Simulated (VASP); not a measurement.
A run of VASP 6.6.1 is set up as follows.

File INCAR:

```
SYSTEM = Si
ALGO = Normal
EDIFF = 1E-6
ENCUT = 520
GGA = CA
ISIF = 2
ISMEAR = -1
LASPH = .True.
LCHARG = .False.
LREAL = .False.
LWAVE = .False.
NBANDS = 26
NELM = 80
PREC = Accurate
SIGMA = 0.05
```

The input KPOINTS:

```
k-points
0
Gamma
  6 6 5
  0 0 0
```

POSCAR

```
Si
1.0
    4.3752220000     -2.5773440000      0.0000000000
    4.3752220000      2.5773440000      0.0000000000
    0.0000000000      0.0000000000      5.1830670000
Si
8
Direct
    0.7942850000      0.7942850000      0.0000000000
    0.2942850000      0.2942850000      0.5000000000
    0.2057150000      0.2057150000      0.0000000000
    0.7057150000      0.7057150000      0.5000000000
    0.1556200000      0.8443800000      0.6741300000
    0.8443800000      0.1556200000      0.3258700000
    0.3443800000      0.6556200000      0.1741300000
    0.6556200000      0.3443800000      0.8258700000
```

Potentials or basis: VASP PAW LDA potentials, release 64 (Si).

Command:

```sh
$ cat potpaw_LDA.64/Si/POTCAR > POTCAR
$ mpirun -np 1 vasp_std > vasp.out
```

(1) Predict the largest force.

(2) Estimate the pressure.

## Answers

(1) 0.071 eV/Å.

(2) -3.1 GPa.

Caveat: the cell stands under tension.
